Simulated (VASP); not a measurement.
Input of a VASP 6.6.1 run:

Contents of INCAR:

```
PREC = Accurate
ENCUT = 520
EDIFF = 1E-6
ISMEAR = -1
SIGMA = 0.05
LREAL = F
LASPH = T
NELM = 150
ALGO = Normal
ISIF = 2
LWAVE = F
LCHARG = F
LNONCOLLINEAR = T
MAGMOM = 0 0 0 0 0 0
LORBIT = 11
LSORBIT = T
GGA_COMPAT = F
LORBMOM = T
GGA = CA
NBANDS = 30
```

File KPOINTS:

```
regular mesh
0
Gamma
  10 10 10
```

The input POSCAR:

```
GaN
1.0
    0.0000000000      2.2831553320      2.2831553320
    2.2831553320      0.0000000000      2.2831553320
    2.2831553320      2.2831553320      0.0000000000
Ga N
1 1
Direct
    0.0000000000      0.0000000000      0.0000000000
    0.2500000000      0.2500000000      0.2500000000
```

Potentials or basis: VASP PAW LDA potentials, release 64 (Ga_d, N).

Run with:

```console
$ cat potpaw_LDA.64/Ga_d/POTCAR potpaw_LDA.64/N/POTCAR > POTCAR
$ mpirun -np 1 vasp_ncl > vasp.out
```

Q: What does it give for the pressure?

A: -12.2 GPa.

Q: What does it give for the net moment?

A: 0.00 μB per cell.

Moments on the atoms (μB; x, y, z):
```
Ga  0.00 0.00 0.00
N   0.00 0.00 0.00
```

Caveat: the cell stands under tension.
